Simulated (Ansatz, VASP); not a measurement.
One calculation of CaO, two programs

```xyz
2
Lattice="0.0000 2.3540 2.3540 2.3540 0.0000 2.3540 2.3540 2.3540 0.0000" Properties=species:S:1:pos:R:3 pbc="T T T"
Ca    0.0000    0.0000    0.0000
O     2.3540    2.3540    2.3540
```

Alike in both runs: functional LDA; k mesh 8 × 8 × 8; occupations gaussian, width 0.02 eV; no spin polarisation.

Ansatz relaxed the structure, and its values are those at the end. VASP's run is a single point on that final structure, the one shown.

|  | VASP | Ansatz |
| --- | --- | --- |
| version | VASP 6.6.1 | Ansatz 0.2.0 |
| potentials or method | VASP PAW LDA potentials, release 64 (Ca_sv, O), cutoff 600 eV | scalar-relativistic, plane waves, PAW |
| valence electrons in the cell | 16 | 16 |

```tsv
	VASP	Ansatz	Ansatz less VASP
gap on the k mesh at the Fermi level (eV)	3.42	3.45	+0.030
least direct gap on the mesh (eV)	3.78	3.81	+0.030
pressure (GPa)	0.8	0.0	-0.85
```

LDA's correlation is that of Perdew and Zunger in VASP and of Perdew and Wang (1992) in Ansatz.
